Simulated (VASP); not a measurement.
AlNi: single point with PBE

Crystal: AlNi.

```
Al Ni
1.0
     2.93750    0.00000    0.00000
     0.00000    2.93750    0.00000
     0.00000    0.00000    2.93750
Al Ni
1 1
Direct
  0.00000 0.00000 0.00000
  0.50000 0.50000 0.50000
```

This cell differs from its parent crystal: volume scaled by 1.06.

```yaml
Program: VASP 6.6.1
Task: single point
Functional: PBE
Potentials_or_basis: VASP PAW PBE potentials, release 64 (Al, Ni)
Cutoff: 520 eV
k_mesh: 13 × 13 × 13
Occupations: fermi-dirac, width 0.05 eV
Spin: collinear spin, ferromagnetic start
Starting_moments: "[0.0, 1.5] μB"
Dipole_correction: no
Further_INCAR_settings: ALGO = Normal; EDIFF = 1e-06; NBANDS = 18
```

| Property | Result |
| --- | --- |
| Pressure | -6.6 GPa |
| Net moment | 0.00 μB per cell |
| Valence electrons inside the program's atomic spheres | Al 0.77; Ni 9.37 |

Levels at points of the mesh, in eV from the Fermi level:
Spin up:
| k point | band 2 | band 3 | band 4 | band 5 | band 6 | band 7 | band 8 | band 9 | band 10 | band 11 |
| --- | --- | --- | --- | --- | --- | --- | --- | --- | --- | --- |
| (0.00, 0.00, 0.00) | -2.94 | -2.94 | -1.41 | -1.41 | -1.41 | 5.28 | 5.28 | 5.28 | 7.96 | 7.96 |
Spin down:
```csv
k point,band 3,band 4,band 5,band 6,band 7,band 8,band 9,band 10
"(0.00, 0.00, 0.00)",-2.94,-1.41,-1.41,-1.41,5.28,5.28,5.28,7.96
```

Wall time 80 s on 1 thread of Intel(R) Xeon(R) Platinum 8375C CPU @ 2.90GHz (Ice Lake) (shared host), peak memory 0.19 GiB.

Caveat: the starting moments collapsed, and a magnetic state may lie lower.
